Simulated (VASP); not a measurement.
## SiO2 (rutile type): single point with PBE

SiO2 (rutile type):

```
Si O
1.0
     3.75886    0.00000    0.00000
     0.00000    3.75886    0.00000
     0.00000    0.00000    2.46044
Si O
2 4
Direct
  0.00000 0.00000 0.00000
  0.50000 0.50000 0.50000
  0.29972 0.29972 0.00000
  0.70028 0.70028 0.00000
  0.79972 0.20028 0.50000
  0.20028 0.79972 0.50000
```

This cell differs from its parent crystal: volume scaled by 0.72.

```yaml
Program: VASP 6.6.1
Task: single point
Functional: PBE
Potentials_or_basis: VASP PAW PBE potentials, release 64 (Si, O)
Cutoff: 520 eV
k_mesh: 7 × 7 × 10
Occupations: fermi-dirac, width 0.1 eV
Spin: no spin polarisation
```

The pressure is 185.0 GPa and the largest force is 0.014 eV/Å. The band gap on the k mesh is 7.09 eV, direct.

Forces in eV/Å, atoms in the order of the input:
```
Si   0.000  0.000  0.000
Si   0.000  0.000  0.000
O   -0.010 -0.010  0.000
O    0.010  0.010  0.000
O   -0.010  0.010  0.000
O    0.010 -0.010  0.000
```

Stress tensor (GPa, compression positive):
```
184.74   0.00   0.00
  0.00 184.74   0.00
  0.00   0.00 185.64
```

Levels at points of the mesh, in eV from the valence-band top:
| k point | band 14 | band 15 | band 16 | band 17 | band 18 | band 19 |
| --- | --- | --- | --- | --- | --- | --- |
| (0.00, 0.00, 0.00) | -1.11 | -1.11 | 0.00 | 7.09 | 10.48 | 10.48 |
| (0.00, 0.00, 0.50) | -5.03 | -3.79 | -3.79 | 13.02 | 13.02 | 15.68 |

It took 15 s on 1 thread of Intel(R) Xeon(R) 6975P-C (Granite Rapids), on a shared host, peak memory 0.15 GiB.

 A k mesh can miss the band edges.
